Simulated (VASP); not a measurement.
Write the native input for VASP 6.6.1 that does the following.

```yaml
Task: single point
Functional: PBEsol
Potentials_or_basis: VASP PAW PBE potentials, release 64 (Ga_d, N)
Cutoff: 600 eV
k_mesh: 6 × 6 × 6
Occupations: gaussian, width 0.01 eV
Spin: no spin polarisation
Dipole_correction: no
Further_INCAR_settings: ALGO = Normal; EDIFF = 1e-06; NBANDS = 16
```

The structure of GaN lies in POSCAR:

```
GaN
1.0
    3.0196780000      0.0000000000      0.0000000000
    1.5098390000      2.6151178592      0.0000000000
    1.5098390000      0.8717059531      2.4655567625
Ga N
1 1
Direct
    0.0000000000      0.0000000000      0.0000000000
    0.5000000000      0.5000000000      0.5000000000
```

These files were run (other wordings do the same):

INCAR

```
ALGO = Normal
EDIFF = 1E-6
ENCUT = 600
GGA = PS
GGA_COMPAT = F
ISIF = 2
ISMEAR = 0
LASPH = T
LCHARG = F
LREAL = F
LWAVE = F
NBANDS = 16
NELM = 120
PREC = Accurate
SIGMA = 0.01
```

KPOINTS

```
k-points
0
Gamma
  6 6 6
```

Potentials or basis: VASP PAW PBE potentials, release 64 (Ga_d, N).

Command:

```bash
$ cat potpaw_PBE.64/Ga_d/POTCAR potpaw_PBE.64/N/POTCAR > POTCAR
$ mpirun -np 1 vasp_std > vasp.out
```

It gave:

| Item | Value |
| --- | --- |
| Pressure | -7.6 GPa |
| Band gap on the k mesh | 0.30 eV, indirect (least direct gap 2.37 eV) |

Caveat: the k points lie up to 0.42 Å⁻¹ apart; the PAW data sets were made with another functional, which shifts forces and pressure a little.

It took 6.5 s on 1 thread of AMD EPYC 7R13 Processor (Zen 3), on a shared host, peak memory 0.11 GiB.
